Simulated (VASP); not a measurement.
# KTaO3 (Pm-3m) in VASP: further runs

KTaO3 is run at these levels: r2SCAN; tasks: single point.

All numbers are computed with VASP 6.6.1; they aren't measurements. Logs are shortened: lines on timing, memory, paths and dates and some standing lists are left out, and cuts for length are marked.

**1. The cell of the first run**

Symmetry: Pm-3m, No. 221, cubic system. The conventional cell has a = 4.042 Å, b = 4.042 Å, c = 4.042 Å, α = 90.00°, β = 90.00°, γ = 90.00°. Within 3.8 Å of K (site symmetry m-3m) lie 12 O at 2.86 Å and 8 Ta at 3.50 Å. Within 2.7 Å of Ta (site symmetry m-3m) lie 6 O at 2.02 Å. O (site symmetry 4/mmm) has 2 Ta at 2.02 Å within 2.7 Å.

**2. Single point, r2SCAN**

Input file POSCAR:

```
KTaO3
1.0
    4.0420777500      0.0000000000      0.0000000000
    0.0000000000      4.0420777500      0.0000000000
    0.0000000000      0.0000000000      4.0420777500
K Ta O
1 1 3
Direct
    0.5000000000      0.5000000000      0.5000000000
    0.0000000000      0.0000000000      0.0000000000
    0.5000000000      0.0000000000      0.0000000000
    0.0000000000      0.5000000000      0.0000000000
    0.0000000000      0.0000000000      0.5000000000
```

Input file INCAR.step1:

```
SYSTEM = KTaO3
ALGO = Normal
EDIFF = 1E-5
ENCUT = 770
GGA = PE
GGA_COMPAT = .False.
ISMEAR = -1
LASPH = .True.
LCHARG = .False.
LREAL = .False.
LWAVE = .True.
NBANDS = 28
NELM = 120
PREC = Accurate
SIGMA = 0.02
```

Input file INCAR.step2:

```
SYSTEM = KTaO3
ALGO = Normal
EDIFF = 1E-6
ENCUT = 770
GGA_COMPAT = .False.
ISIF = 2
ISMEAR = -1
ISTART = 1
LASPH = .True.
LCHARG = .False.
LMIXTAU = .True.
LREAL = .False.
LWAVE = .False.
METAGGA = R2SCAN
NBANDS = 28
NELM = 120
PREC = Accurate
SIGMA = 0.02
```

Input file KPOINTS:

```
k-points
0
Gamma
  8 8 8
  0 0 0
```

Potentials or basis: VASP PAW PBE potentials, release 64 (K_sv, Ta_sv_GW, O).

The run is started by

```bash
cat potpaw_PBE.64/K_sv/POTCAR potpaw_PBE.64/Ta_sv_GW/POTCAR potpaw_PBE.64/O/POTCAR > POTCAR
cp INCAR.step1 INCAR
mpirun -np 1 vasp_std > vasp.out
cp INCAR.step2 INCAR
mpirun -np 1 vasp_std > vasp.out
```

OUTCAR:

```text
SYSTEM = KTaO3
   EDIFF = 1E-6
   ENCUT = 770
   ISIF = 2
   ISMEAR = -1
   ISTART = 1
   LASPH = .True.
   LREAL = .False.
   METAGGA = R2SCAN
   NELM = 120
   PREC = Accurate

 ion  position               nearest neighbor table
   1  0.500  0.500  0.500-   3 2.86   4 2.86   5 2.86   3 2.86   4 2.86   3 2.86   5 2.86   3 2.86
                             4 2.86   5 2.86   4 2.86   5 2.86   2 3.50   2 3.50   2 3.50   2 3.50
   2  0.000  0.000  0.000-   3 2.02   4 2.02   5 2.02   5 2.02   4 2.02   3 2.02   1 3.50   1 3.50
                             1 3.50   1 3.50   1 3.50   1 3.50   1 3.50   1 3.50
   3  0.500  0.000  0.000-   2 2.02   2 2.02   1 2.86   1 2.86   1 2.86   1 2.86
   4  0.000  0.500  0.000-   2 2.02   2 2.02   1 2.86   1 2.86   1 2.86   1 2.86
   5  0.000  0.000  0.500-   2 2.02   2 2.02   1 2.86   1 2.86   1 2.86   1 2.86

  LATTYP: Found a simple cubic cell.
 ALAT       =     4.0420777500

  Lattice vectors:

 A1 = (   4.0420777500,   0.0000000000,   0.0000000000)
 A2 = (   0.0000000000,   4.0420777500,   0.0000000000)
 A3 = (   0.0000000000,   0.0000000000,   4.0420777500)

Analysis of symmetry for initial positions (statically):
=====================================================================
 Subroutine PRICEL returns:
 Original cell was already a primitive cell.

 Routine SETGRP: Setting up the symmetry group for a
 simple cubic supercell.

 Subroutine GETGRP returns: Found 48 space group operations
 (whereof 48 operations were pure point group operations)
 out of a pool of 48 trial point group operations.

The static configuration has the point symmetry O_h .

Analysis of symmetry for dynamics (positions and initial velocities):
=====================================================================
 Subroutine PRICEL returns:
 Original cell was already a primitive cell.

 Routine SETGRP: Setting up the symmetry group for a
 simple cubic supercell.

 Subroutine GETGRP returns: Found 48 space group operations
 (whereof 48 operations were pure point group operations)
 out of a pool of 48 trial point group operations.

The dynamic configuration has the point symmetry O_h .

 Subroutine INISYM returns: Found 48 space group operations
 (whereof 48 operations are pure point group operations),
 and found     1 'primitive' translations

----------------------------------------------------------------------------------------

                                     Primitive cell

  volume of cell :      66.0411

  direct lattice vectors                    reciprocal lattice vectors
     4.042077750  0.000000000  0.000000000     0.247397517  0.000000000  0.000000000
     0.000000000  4.042077750  0.000000000     0.000000000  0.247397517  0.000000000
     0.000000000  0.000000000  4.042077750     0.000000000  0.000000000  0.247397517

  length of vectors
     4.042077750  4.042077750  4.042077750     0.247397517  0.247397517  0.247397517

  position of ions in fractional coordinates (direct lattice)
     0.500000000  0.500000000  0.500000000
     0.000000000  0.000000000  0.000000000
     0.500000000  0.000000000  0.000000000
     0.000000000  0.500000000  0.000000000
     0.000000000  0.000000000  0.500000000

  ion indices of the primitive-cell ions
   primitive index   ion index
                 1           1
                 2           2
                 3           3
                 4           4
                 5           5

----------------------------------------------------------------------------------------

 KPOINTS: k-points

Automatic generation of k-mesh.
 Grid dimensions read from file:
 generate k-points for:    8    8    8

 Generating k-lattice:

  Cartesian coordinates                     Fractional coordinates (reciprocal lattice)
     0.030924690  0.000000000  0.000000000     0.125000000  0.000000000  0.000000000
     0.000000000  0.030924690  0.000000000     0.000000000  0.125000000  0.000000000
     0.000000000  0.000000000  0.030924690     0.000000000  0.000000000  0.125000000

  Length of vectors
     0.030924690  0.030924690  0.030924690

  Shift w.r.t. Gamma in fractional coordinates (k-lattice)
     0.000000000  0.000000000  0.000000000

 Subroutine IBZKPT returns following result:
 ===========================================

 Found     35 irreducible k-points:

 Following reciprocal coordinates:
            Coordinates               Weight
  0.000000  0.000000  0.000000      1.000000
  0.125000  0.000000  0.000000      6.000000
  0.250000  0.000000  0.000000      6.000000
  0.375000  0.000000  0.000000      6.000000
  0.500000  0.000000  0.000000      3.000000
  0.125000  0.125000  0.000000     12.000000
[... 16 lines left out ...]
  0.375000  0.375000  0.125000     24.000000
  0.500000  0.375000  0.125000     24.000000
 [... further k-points ...]
   k-points           NKPTS =     35   k-points in BZ     NKDIM =     35   number of bands    NBANDS=     28
   number of dos      NEDOS =    301   number of ions     NIONS =      5
   total plane-waves  NPLWV =  64000
   dimension x,y,z NGX =    40 NGY =   40 NGZ =   40
   dimension x,y,z NGXF=    80 NGYF=   80 NGZF=   80
   ions per type =               1   1   3
   NGX,Y,Z   is equivalent  to a cutoff of  16.45, 16.45, 16.45 a.u.
   NGXF,Y,Z  is equivalent  to a cutoff of  32.90, 32.90, 32.90 a.u.
 SYSTEM =  KTaO3
   PREC   = accura    normal or accurate (medium, high low for compatibility)
   ISTART =      1    job   : 0-new  1-cont  2-samecut
   ICHARG =      0    charge: 1-file 2-atom 10-const
   ISPIN  =      1    spin polarized calculation?
   LNONCOLLINEAR =      F non collinear calculations
   LSORBIT =      F    spin-orbit coupling
   LASPH  =      T    aspherical Exc in radial PAW
   ENCUT  =  770.0 eV  56.59 Ry    7.52 a.u.   9.15  9.15  9.15*2*pi/ulx,y,z
   NELM   =    120;   NELMIN=  2; NELMDL=  0     # of ELM steps
   EDIFF  = 0.1E-05   stopping-criterion for ELM
   LREAL  =      F    real-space projection
[... 7 lines left out ...]
   TEBEG  =    0.0;   TEEND  =   0.0 temperature during run
   PSTRESS=    0.0 pullay stress
   NELECT =      40.0000    total number of electrons
   NUPDOWN=      -1.0000    fix difference up-down
   EMIN   =  10.00;   EMAX   =-10.00  energy-range for DOS
   EFERMI =   0.00;   METHOD = LEGACY
   ISMEAR =    -1;   SIGMA  =   0.02  broadening in eV -4-tet -1-fermi 0-gaus
   EFERMI_NEDOS =   21; number of points for ismear=-14 and -15
   IALGO  =     38    algorithm
   IMIX   =      4    mixing-type and parameters
     AMIX     =   0.40;   BMIX     =  1.00
     AMIX_MAG =   1.60;   BMIX_MAG =  1.00
  volume/ion in A,a.u.               =      13.21        89.13
  Fermi-wavevector in a.u.,A,eV,Ry     =   1.385129  2.617514 26.103891  1.918582
  Thomas-Fermi vector in A             =   2.509568
   LORBIT       =      0    0 simple, 1 ext, 2 COOP (PROOUT), +10 PAW based schemes
   METAGGA = R2SCAN    functional components
   LHFCALC =     F    Hartree Fock is set to
   AEXX    =    0.0000 exact exchange contribution
   IVDW    =     0    specifies the selected vdW correction
   LEPSILON=     F    determine dielectric tensor
   LRPA    =     F    only Hartree local field effects (RPA)
 non-spin polarized calculation
  energy-cutoff  :      770.00
  volume of cell :       66.04
 maximum number of plane-waves:      3228
 NGX is ok and might be reduce to    40
   NGX = 19   NGY = 19   NGZ = 19

 number of electron      40.0000008 magnetization

 Free energy of the ion-electron system (eV)
  ---------------------------------------------------
  ext. energy  EPLUGINS =         0.00000000
  ---------------------------------------------------
  free energy    TOTEN  =       -89.75840611 eV

  energy without entropy =      -89.75840611  energy(sigma->0) =      -89.75840611

 E-fermi :   2.9585     XC(G=0): -11.4242

 val. band max:        2.4968573003   @ k =   0.5000   0.5000   0.5000
 cond. band min:       5.0079131931   @ k =   0.0000   0.0000   0.0000
 fundamental gap:      2.5110558929
 Fermi energy:         2.9584927999

 k-point     1 :       0.0000    0.0000    0.0000
  band No.  band energies     occupation
      1     -67.2841      2.00000
      2     -32.8977      2.00000
      3     -32.8977      2.00000
      4     -32.8977      2.00000
      5     -25.9721      2.00000
      6     -15.8918      2.00000
[... 20 lines left out ...]
     27      11.1432      0.00000
     28      11.1432      0.00000

 k-point     2 :       0.1250    0.0000    0.0000
  band No.  band energies     occupation
      1     -67.2840      2.00000
      2     -32.9100      2.00000
      3     -32.8973      2.00000
      4     -32.8973      2.00000
      5     -25.9689      2.00000
      6     -15.8468      2.00000
[... 20 lines left out ...]
     27      11.3376      0.00000
     28      11.3582      0.00000

 k-point     3 :       0.2500    0.0000    0.0000
  band No.  band energies     occupation
      1     -67.2838      2.00000
      2     -32.9394      2.00000
      3     -32.8963      2.00000
      4     -32.8963      2.00000
      5     -25.9613      2.00000
      6     -15.7875      2.00000
[... 20 lines left out ...]
     27      11.8252      0.00000
     28      12.0517      0.00000

 k-point     4 :       0.3750    0.0000    0.0000
  band No.  band energies     occupation
      1     -67.2837      2.00000
      2     -32.9686      2.00000
      3     -32.8953      2.00000
      4     -32.8953      2.00000
      5     -25.9537      2.00000
      6     -15.7720      2.00000
[... 20 lines left out ...]
     27      12.3455      0.00000
     28      13.2775      0.00000

 k-point     5 :       0.5000    0.0000    0.0000
  band No.  band energies     occupation
      1     -67.2836      2.00000
      2     -32.9806      2.00000
      3     -32.8949      2.00000
      4     -32.8949      2.00000
      5     -25.9506      2.00000
      6     -15.7725      2.00000
[... 20 lines left out ...]
     27      12.5736      0.00000
     28      13.6684      0.00000

 k-point     6 :       0.1250    0.1250    0.0000
  band No.  band energies     occupation
      1     -67.2840      2.00000
      2     -32.9097      2.00000
      3     -32.9094      2.00000
      4     -32.8969      2.00000
      5     -25.9660      2.00000
      6     -15.7931      2.00000
[... 463 lines left out ...]
      5     -25.9453      2.00000
      6     -15.4374      2.00000
[... 20 lines left out ...]
     27      13.0144      0.00000
     28      13.6301      0.00000

 k-point    22 :       0.5000    0.2500    0.1250
  band No.  band energies     occupation
      1     -67.2832      2.00000
      2     -32.9782      2.00000
      3     -32.9358      2.00000
      4     -32.9056      2.00000
      5     -25.9429      2.00000
      6     -15.4256      2.00000
[... 20 lines left out ...]
     27      13.2908      0.00000
     28      13.7058      0.00000

 k-point    23 :       0.3750    0.3750    0.1250
  band No.  band energies     occupation
      1     -67.2831      2.00000
      2     -32.9652      2.00000
      3     -32.9650      2.00000
      4     -32.9050      2.00000
      5     -25.9406      2.00000
      6     -15.3559      2.00000
[... 20 lines left out ...]
     27      13.6175      0.00000
     28      13.8796      0.00000

 k-point    24 :       0.5000    0.3750    0.1250
  band No.  band energies     occupation
      1     -67.2830      2.00000
      2     -32.9770      2.00000
      3     -32.9646      2.00000
      4     -32.9046      2.00000
      5     -25.9387      2.00000
      6     -15.3354      2.00000
[... 20 lines left out ...]
     27      13.8224      0.00000
     28      13.8525      0.00000

 [... further k-points ...]

------------------------ aborting loop because EDIFF is reached ----------------------------------------

  FORCE on cell =-STRESS in cart. coord.  units (eV):
  Direction    XX          YY          ZZ          XY          YZ          ZX
  --------------------------------------------------------------------------------------
  -------------------------------------------------------------------------------------
  Total       -3.0455922     -3.0455922     -3.0455922     -0.0000000     -0.0000000     -0.0000000
  in kB      -73.8870535    -73.8870535    -73.8870535     -0.0000000     -0.0000000     -0.0000000
  external PRESSURE =     -73.8870535 kB  Pullay stress =       0.0000000 kB

 VOLUME and BASIS-vectors are now :
 -----------------------------------------------------------------------------
  energy-cutoff  :      770.00
  volume of cell :       66.04
      direct lattice vectors                 reciprocal lattice vectors
     4.042077750  0.000000000  0.000000000     0.247397517  0.000000000  0.000000000
     0.000000000  4.042077750  0.000000000     0.000000000  0.247397517  0.000000000
     0.000000000  0.000000000  4.042077750     0.000000000  0.000000000  0.247397517

 POSITION                                       TOTAL-FORCE (eV/Angst)
 -----------------------------------------------------------------------------------
      2.02104      2.02104      2.02104         0.000000      0.000000      0.000000
      0.00000      0.00000      0.00000         0.000000      0.000000      0.000000
      2.02104      0.00000      0.00000         0.000000      0.000000      0.000000
      0.00000      2.02104      0.00000         0.000000      0.000000      0.000000
      0.00000      0.00000      2.02104         0.000000      0.000000      0.000000
 -----------------------------------------------------------------------------------
    total drift:                                0.000000      0.000000     -0.000000

  FREE ENERGIE OF THE ION-ELECTRON SYSTEM (eV)
  ---------------------------------------------------
  free  energy   TOTEN  =       -89.7584061129 eV

  energy  without entropy=      -89.7584061129  energy(sigma->0) =      -89.75840611
```

Run time: 5.5 min. Hardware: 1 thread of Intel Xeon Platinum 8375C at 2.90GHz (Ice Lake), shared host; peak memory 0.35 GiB.

Results:

| Item | Value |
| --- | --- |
| Free energy | -89.7584 eV |
| Pressure | -7.4 GPa |
| Band gap on the k mesh | 2.51 eV (least direct gap 3.18 eV) |

Caveat: the cell stands under tension; the PAW data sets were made with another functional, which shifts forces and pressure a little; spin-orbit coupling is left out, which moves the levels of the heavy elements.

(Part 1 of 2 ends here.)
